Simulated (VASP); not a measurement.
## Be2Cu11Ni3: single point with PBE

Be2Cu11Ni3:

```
Cu Ni Be
1.0
     5.61518   -0.11258   -0.04180
    -0.11258    5.63414   -0.02601
    -0.04180   -0.02601    5.82234
Cu Ni Be
11 3 2
Direct
  0.84606 0.05739 0.78015
  0.09479 0.77975 0.98224
  0.32317 0.09589 0.25270
  0.62457 0.31227 0.00825
  0.37423 0.03993 0.74138
  0.85638 0.55292 0.23692
  0.58674 0.78718 0.00689
  0.61178 0.31182 0.49248
  0.63774 0.78723 0.51790
  0.32725 0.55339 0.25509
  0.09575 0.26835 0.52792
  0.35092 0.51890 0.76019
  0.88462 0.03917 0.24892
  0.10103 0.77846 0.49428
  0.88020 0.56204 0.72230
  0.07158 0.32070 0.95967
```

```yaml
Program: VASP 6.6.1
Task: single point
Functional: PBE
Potentials_or_basis: VASP PAW PBE potentials, release 64 (Cu, Ni, Be)
Cutoff: 520 eV
k_mesh: 1 × 1 × 1, shifted
Occupations: fermi-dirac, width 0.05 eV
Spin: no spin polarisation
Dipole_correction: no
Further_INCAR_settings: LREAL = Auto; ALGO = Normal; EDIFF = 1e-07; NBANDS = 92; ISYM = 0
```

```json
{
  "Pressure": "0.6 GPa",
  "Largest force": "1.636 eV/Å"
}
```

Forces in eV/Å, atoms in the order of the input:
```
Cu  -0.151 -0.508 -0.395
Cu   0.568  0.243 -0.135
Cu   0.428 -1.055 -0.990
Cu  -0.542 -0.310 -0.421
Cu  -0.329  0.037  0.340
Cu   0.572 -0.203  0.573
Cu   0.248  0.267  0.195
Cu   0.326 -0.043  0.205
Cu  -0.667 -0.175 -0.636
Cu   0.443 -0.806 -0.258
Cu  -0.355  1.193  0.082
Ni  -0.354  0.364  0.100
Ni  -0.646  0.277 -0.883
Ni   0.005  0.878  1.380
Be  -0.100 -0.442  0.089
Be   0.555  0.282  0.753
```

Stress tensor (GPa, compression positive):
```
 0.05  2.74  2.99
 2.74 -1.18  3.04
 2.99  3.04  2.93
```

Levels at points of the mesh, in eV from the Fermi level:
| k point | band 75 | band 76 | band 77 | band 78 | band 79 | band 80 |
| --- | --- | --- | --- | --- | --- | --- |
| (0.25, 0.25, 0.25) | -0.98 | -0.70 | -0.62 | 0.00 | 0.42 | 0.63 |

Wall time 92 s on 1 thread of Intel(R) Xeon(R) Platinum 8259CL CPU @ 2.50GHz (Skylake/Cascade Lake) (shared host), peak memory 0.28 GiB.

Caveat: the k points lie up to 1.12 Å⁻¹ apart. Spin polarisation is off, so any magnetic state and its effect on volume and gap are missing.
